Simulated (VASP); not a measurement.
Set up this calculation in VASP 6.6.1, as the native input.

| Quantity | Value |
| --- | --- |
| Task | single point |
| Functional | LDA |
| Potentials or basis | VASP PAW LDA potentials, release 64 (Al, Au) |
| Cutoff | 520 eV |
| k mesh | 16 × 16 × 16 |
| Occupations | gaussian, width 0.15 eV |
| Spin | no spin polarisation |
| Dipole correction | no |
| Further INCAR settings | ALGO = Fast; EDIFF = 1e-06; NBANDS = 20 |

The structure of AlAu2 lies in POSCAR:

```
AlAu2
1.0
   -1.6988918846      1.6988918846      4.0946692203
    1.6988918846     -1.6988918846      4.0946692203
    1.6988918846      1.6988918846     -4.0946692203
Al Au
1 2
Direct
    0.0000000000      0.0000000000      0.0000000000
    0.6512674388      0.6512674388      0.0000000000
    0.3487325612      0.3487325612      0.0000000000
```

This cell differs from its parent crystal: atoms shifted along a free coordinate, c/a of the conventional cell at fixed volume 2.4102.

These files were run (other wordings do the same):

INCAR

```
PREC = Accurate
ENCUT = 520
EDIFF = 1E-6
ISMEAR = 0
SIGMA = 0.15
LREAL = False
LASPH = True
NELM = 80
ALGO = Fast
ISIF = 2
LWAVE = False
LCHARG = False
GGA = CA
NBANDS = 20
```

KPOINTS

```
Automatic mesh
0
Gamma
  16 16 16
```

Potentials or basis: VASP PAW LDA potentials, release 64 (Al, Au).

Command:

```console
$ cat potpaw_LDA.64/Al/POTCAR potpaw_LDA.64/Au/POTCAR > POTCAR
$ mpirun -np 1 vasp_std > vasp.out
```

It gave:

* Pressure: 5.6 GPa
* Largest force: 2.656 eV/Å
* Band gap on the k mesh: zero (an odd number of electrons rules out a gap without spin polarisation)

Caveat: the cell stands under pressure; spin-orbit coupling is left out, which moves the levels of the heavy elements; forces of over 1 eV/Å act on the atoms, so gaps and moduli don't describe the material at rest.

Run time: 11 min on 1 thread of Intel Xeon 8259CL, with other jobs on the host, peak memory 0.41 GiB.
